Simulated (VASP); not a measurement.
Here is a VASP 6.6.1 calculation.

File INCAR:

```
ALGO     = Fast           # electronic algorithm
EDIFF    = 1E-6           # SCF threshold, eV
EDIFFG   = -0.01          # ionic threshold
ENCUT    = 600            # plane-wave cutoff, eV
GGA      = PE             # functional
IBRION   = 2              # ionic algorithm
ISIF     = 4              # what is computed and relaxed
ISMEAR   = 0              # smearing method
LASPH    = T              # aspherical terms in the spheres
LCHARG   = F              # write CHGCAR
LREAL    = F              # projectors in reciprocal space
LWAVE    = F              # write WAVECAR
NELM     = 60             # most SCF steps
NSW      = 50             # ionic steps
PREC     = Accurate       # precision mode
SIGMA    = 0.1            # smearing width, eV
```

The input KPOINTS:

```
k-points
0
Gamma
  10 10 4
```

Contents of POSCAR:

```
RuW2
1.0
    3.1554890818      0.0000000000      0.0000000000
    0.0000000000      3.1554890818      0.0000000000
    0.0000000000      0.0000000000      9.1516367744
Ru W
2 4
Direct
    0.0000000000      0.5000000000      0.8998229518
    0.5000000000      0.0000000000      0.1001770482
    0.0000000000      0.5000000000      0.5827375619
    0.5000000000      0.0000000000      0.4172624381
    0.5000000000      0.0000000000      0.7643745183
    0.0000000000      0.5000000000      0.2356254817
```

Potentials or basis: VASP PAW PBE potentials, release 64 (Ru_pv, W_sv).

Run with:

```console
$ cat potpaw_PBE.64/Ru_pv/POTCAR potpaw_PBE.64/W_sv/POTCAR > POTCAR
$ mpirun -np 1 vasp_std > vasp.out
```

Question: Predict the band gap on the k mesh.

Answer: Zero (bands 42 and 43 overlap by 0.90 eV).

The path:
```tsv
step	energy change (eV)	largest force (eV/Å)	pressure (GPa)	volume (Å³)
1	0.0000	0.3599	10.19	91.12
2	-0.0070	0.1536	9.51	91.12
3	-0.0070	0.1475	9.53	91.12
4	-0.0089	0.0822	9.40	91.12
5	-0.0097	0.0557	9.26	91.12
6	-0.0099	0.0293	9.24	91.12
7	-0.0100	0.0085	9.24	91.12
```

Caveat: spin-orbit coupling is left out, which moves the levels of the heavy elements.
